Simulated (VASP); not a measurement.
# BaTiO3 (P4mm) in VASP: a series of runs, part 2 of 2

VASP 6.6.1.

## 3. Single point, PBEsol+U

Input file INCAR:

```
SYSTEM = BaTiO3
PREC     = Accurate       ! precision mode
ENCUT    = 520            ! plane-wave cutoff, eV
EDIFF    = 1E-6           ! SCF threshold, eV
ISMEAR   = -1             ! smearing method
SIGMA    = 0.05           ! smearing width, eV
LREAL    = .FALSE.        ! projectors in reciprocal space
LASPH    = .TRUE.         ! aspherical terms in the spheres
NELM     = 150            ! most SCF steps
ALGO     = Normal         ! electronic algorithm
ISIF     = 2              ! what is computed and relaxed
LWAVE    = .FALSE.        ! write WAVECAR
LCHARG   = .TRUE.         ! write CHGCAR
LMAXMIX  = 4              ! l up to which the mixer works
LDAU     = .TRUE.         ! DFT+U
LDAUTYPE = 2            
LDAUL    = -1 2 -1        ! shell
LDAUU    = 0 8 0          ! U, eV
LDAUJ    = 0 0 0        
LDAUPRINT= 1            
GGA      = PS             ! functional
LELF     = .TRUE.         ! ELF
LVHAR    = .TRUE.       
NBANDS   = 28             ! bands
```

Input file KPOINTS:

```
Automatic mesh
0
G
  7 7 7
  0 0 0
```

Input file POSCAR:

```
BaTiO3
1.0
    3.9998000000      0.0000000000      0.0000000000
    0.0000000000      3.9998000000      0.0000000000
    0.0000000000      0.0000000000      4.0180000000
Ba Ti O
1 1 3
Direct
    0.0000000000      0.0000000000      0.0000000000
    0.5000000000      0.5000000000      0.4900000000
    0.0000000000      0.5000000000      0.5170000000
    0.5000000000      0.0000000000      0.5170000000
    0.5000000000      0.5000000000      0.0190000000
```

Potentials or basis: VASP PAW PBE potentials, release 64 (Ba_sv, Ti_sv, O).

Started as:

```console
$ cat potpaw_PBE.64/Ba_sv/POTCAR potpaw_PBE.64/Ti_sv/POTCAR potpaw_PBE.64/O/POTCAR > POTCAR
$ mpirun -np 1 vasp_std > vasp.out
```

It took 44 s on 1 thread of Intel Xeon Platinum 8488C (Sapphire Rapids), shared host; peak memory 0.22 GiB.

Results (log left out):

| Property | Result |
| --- | --- |
| Free energy | -36.7657 eV |
| Pressure | 4.8 GPa |
| Largest force | 1.039 eV/Å |
| Band gap on the k mesh | 2.85 eV (least direct gap 3.08 eV) |

Forces on the atoms (eV/Å):
```
Ba   0.000  0.000  0.040
Ti   0.000  0.000  1.039
O    0.000  0.000 -0.143
O    0.000  0.000 -0.143
O    0.000  0.000 -0.793
```

Stress tensor (GPa, compression positive):
```
4.26 0.00 0.00
0.00 4.26 0.00
0.00 0.00 5.90
```

Levels at points of the mesh, in eV from the valence-band top:
```
           k point  band 18  band 19  band 20  band 21  band 22  band 23
(0.00, 0.00, 0.00)    -0.26    -0.23    -0.23     2.85     2.97     2.97
```

Eigenvalues of the final occupation matrices:
```
    site  spin  trace               eigenvalues
site 2 d     1   0.73  0.09 0.09 0.09 0.23 0.23
site 2 d     2   0.73  0.09 0.09 0.09 0.23 0.23
```

Caveat: the cell stands under pressure; the PAW data sets were made with another functional, which shifts forces and pressure a little; spin-orbit coupling is left out, which moves the levels of the heavy elements.

## 4. Single point, r2SCAN, non-collinear spin, zero start, spin-orbit coupling

POSCAR is that of step 3.

Input file INCAR.step1:

```
  PREC = Accurate
  ENCUT = 520
  ISMEAR = -1
  SIGMA = 0.05
  LREAL = F
  LASPH = T
  NELM = 150
  MAGMOM = 0 0 0 0 0 0 0 0 0 0 0 0 0 0 0
  LSORBIT = T
  GGA_COMPAT = F
  LMAXMIX = 4
  NBANDS = 55
  GGA = PE
  ALGO = Normal
  EDIFF = 1E-4
  LWAVE = T
  LCHARG = F
```

Input file INCAR.step2:

```
  PREC = Accurate
  ENCUT = 520
  EDIFF = 1E-6
  ISMEAR = -1
  SIGMA = 0.05
  LREAL = F
  LASPH = T
  NELM = 150
  ALGO = Normal
  ISIF = 2
  LWAVE = F
  LCHARG = F
  MAGMOM = 0 0 0 0 0 0 0 0 0 0 0 0 0 0 0
  LORBIT = 11
  LSORBIT = T
  GGA_COMPAT = F
  LORBMOM = T
  LMAXMIX = 4
  METAGGA = R2SCAN
  LMIXTAU = T
  NBANDS = 55
  ISTART = 1
```

Input file KPOINTS:

```
regular mesh
0
Gamma
  7 7 7
```

Started as:

```console
$ cat potpaw_PBE.64/Ba_sv/POTCAR potpaw_PBE.64/Ti_sv/POTCAR potpaw_PBE.64/O/POTCAR > POTCAR
$ cp INCAR.step1 INCAR
$ mpirun -np 1 vasp_ncl > vasp.out
$ cp INCAR.step2 INCAR
$ mpirun -np 1 vasp_ncl > vasp.out
```

Wall time 22 min (1 thread of Intel Xeon 6975P-C (Granite Rapids), shared host); peak memory 0.58 GiB.

Results (log left out):

```yaml
Free_energy: -74.4303 eV
Pressure: 1.1 GPa
Largest_force: 0.301 eV/Å
Net_moment: 0.00 μB per cell
Valence_electrons_inside_the_program's_atomic_spheres: Ba 7.99; Ti 10.13; O 5.07
```

Forces in eV/Å, atoms in the order of the input:
```
Ba   0.000  0.000  0.086
Ti   0.000  0.000 -0.079
O    0.000  0.000 -0.154
O    0.000  0.000 -0.154
O    0.000  0.000  0.301
```

Stress tensor (GPa, compression positive):
```
0.83 0.00 0.00
0.00 0.83 0.00
0.00 0.00 1.78
```

Moments on the atoms (μB; x, y, z):
```
Ba  0.00 0.00 0.00
Ti  0.00 0.00 0.00
O   0.00 0.00 0.00
O   0.00 0.00 0.00
O   0.00 0.00 0.00
```

Caveat: the PAW data sets were made with another functional, which shifts forces and pressure a little.

## 5. Single point, r2SCANh

POSCAR is that of step 4.

Input file INCAR.step1:

```
SYSTEM = BaTiO3
PREC = Accurate
ENCUT = 580
EDIFF = 1E-5
ISMEAR = -1
SIGMA = 0.05
LREAL = .FALSE.
LASPH = .TRUE.
NELM = 120
ALGO = Normal
ISIF = 2
LWAVE = .TRUE.
NBANDS = 28
GGA = PE
GGA_COMPAT = .FALSE.
KPAR = 4
```

Input file INCAR.step2:

```
SYSTEM = BaTiO3
PREC = Accurate
ENCUT = 580
EDIFF = 1E-6
ISMEAR = -1
SIGMA = 0.05
LREAL = .FALSE.
LASPH = .TRUE.
NELM = 120
ALGO = Normal
ISIF = 2
LWAVE = .FALSE.
LCHARG = .TRUE.
METAGGA = R2SCAN
LHFCALC = .TRUE.
AEXX = 0.1
LMIXTAU = .TRUE.
PRECFOCK = Normal
LVHAR = .TRUE.
NBANDS = 28
ISTART = 1
GGA_COMPAT = .FALSE.
KPAR = 4
```

Input file KPOINTS:

```
Automatic mesh
0
G
  4 4 4
  0 0 0
```

Started as:

```console
$ cat potpaw_PBE.64/Ba_sv/POTCAR potpaw_PBE.64/Ti_sv/POTCAR potpaw_PBE.64/O/POTCAR > POTCAR
$ cp INCAR.step1 INCAR
$ mpirun -np 4 vasp_std > vasp.out
$ cp INCAR.step2 INCAR
$ mpirun -np 4 vasp_std > vasp.out
```

Run time: 28 min. Hardware: 4 MPI ranks of Intel Xeon Platinum 8259CL at 2.50GHz (Skylake/Cascade Lake), shared host; peak memory 0.24 GiB.

Results (log left out):

```yaml
Free_energy: -75.3433 eV
Pressure: -0.6 GPa
Largest_force: 0.427 eV/Å
Band_gap_on_the_k_mesh: 2.98 eV (least direct gap 3.25 eV)
```

Forces in eV/Å, atoms in the order of the input:
```
Ba   0.000  0.000  0.080
Ti   0.000  0.000 -0.211
O    0.000  0.000 -0.148
O    0.000  0.000 -0.148
O    0.000  0.000  0.427
```

Stress tensor (GPa, compression positive):
```
-0.86  0.00  0.00
 0.00 -0.86  0.00
 0.00  0.00  0.06
```

Levels at points of the mesh, in eV from the valence-band top:
| k point | band 18 | band 19 | band 20 | band 21 | band 22 | band 23 |
| --- | --- | --- | --- | --- | --- | --- |
| (0.00, 0.00, 0.00) | -0.31 | -0.28 | -0.28 | 2.97 | 3.18 | 3.18 |
| (0.50, 0.00, 0.00) | -1.77 | -0.99 | -0.90 | 3.32 | 4.75 | 4.78 |
| (0.50, 0.50, 0.00) | -1.01 | -1.01 | -0.09 | 4.79 | 4.79 | 5.26 |
| (0.00, 0.00, 0.50) | -2.00 | -0.74 | -0.74 | 3.13 | 4.81 | 4.81 |
| (0.50, 0.00, 0.50) | -0.94 | -0.92 | -0.17 | 4.77 | 4.82 | 5.23 |
| (0.50, 0.50, 0.50) | -0.09 | -0.09 | 0.00 | 5.48 | 5.48 | 5.49 |

Caveat: the PAW data sets were made with another functional, which shifts forces and pressure a little; spin-orbit coupling is left out, which moves the levels of the heavy elements.

## 6. The runs side by side

| level | spin | U | k mesh | cutoff (eV) | grid for exact exchange (PRECFOCK) | share of exact exchange | gap on the mesh (eV) | pressure (GPa) | largest force (eV/Å) |
| --- | --- | --- | --- | --- | --- | --- | --- | --- | --- |
| PBEsol+U | off | Ti d U = 6.0 eV | 7 × 7 × 7 | 520 | - | - | 2.56 | 3.0 | 0.74 |
| PBEsol+U | off | Ti d U = 8.0 eV | 7 × 7 × 7 | 520 | - | - | 2.85 | 4.8 | 1.04 |
| r2SCAN | non-collinear, zero start, SOC | - | 7 × 7 × 7 | 520 | - | - | - | 1.1 | 0.30 |
| r2SCANh | off | - | 4 × 4 × 4 | 580 | Normal | 0.1 | 2.98 | -0.6 | 0.43 |

Alike in all rows: task single point; potentials or basis VASP PAW PBE potentials, release 64 (Ba_sv, Ti_sv, O); cell as given; smearing fermi-dirac 0.05 eV.

On the cell as given the gap runs from 2.56 eV (PBEsol+U) to 2.98 eV (r2SCANh); the meshes differ, which moves gaps too. The pressure there spans -0.6 GPa (r2SCANh) to 4.8 GPa (PBEsol+U); a positive pressure means that this level wants a larger cell, a negative one a smaller.

Caveats: the PAW data sets were made with another functional, which shifts forces and pressure a little; spin-orbit coupling is left out, which moves the levels of the heavy elements (at least some runs); the cell stands under pressure (at least some runs).

Total energies depend on the potentials used, so only differences within one code and one set of settings carry meaning.
